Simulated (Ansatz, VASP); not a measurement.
FeSi in VASP and in Ansatz

```
CELL_PARAMETERS angstrom
4.43000 0.00000 0.00000
0.00000 4.43000 0.00000
0.00000 0.00000 4.43000
ATOMIC_POSITIONS crystal
Fe 0.13605 0.13605 0.13605
Fe 0.36395 0.86395 0.63605
Fe 0.63605 0.36395 0.86395
Fe 0.86395 0.63605 0.36395
Si 0.84062 0.84062 0.84062
Si 0.65938 0.15938 0.34062
Si 0.34062 0.65938 0.15938
Si 0.15938 0.34062 0.65938
```

Alike in both runs: functional PBEsol; k mesh 8 × 8 × 8; no spin polarisation.

Ansatz relaxed the structure, and its values are those at the end. VASP's run is a single point on that final structure, the one shown.

|  | VASP | Ansatz |
| --- | --- | --- |
| version | VASP 6.6.1 | Ansatz 0.2.0 |
| potentials or method | VASP PAW PBE potentials, release 64 (Fe, Si) | scalar-relativistic, plane waves, PAW |
| plane-wave cutoff (eV) | 520 | 420 |
| occupations | gaussian, width 0.01 eV | fixed |
| valence electrons in the cell | 48 | 80 |

|  | VASP | Ansatz | Ansatz less VASP |
| --- | --- | --- | --- |
| pressure (GPa) | -3.5 | -4.1 | -0.61 |
| rms of the force components (eV/Å) | 0.019 | 0.001 | -0.0178 |

VASP's potentials were made for PBE, not for PBEsol. VASP's potentials hold 48 valence electrons a cell and Ansatz's 80, so a difference there can come from the potentials and not from the codes. Ansatz's warnings: stress scf threshold loose.
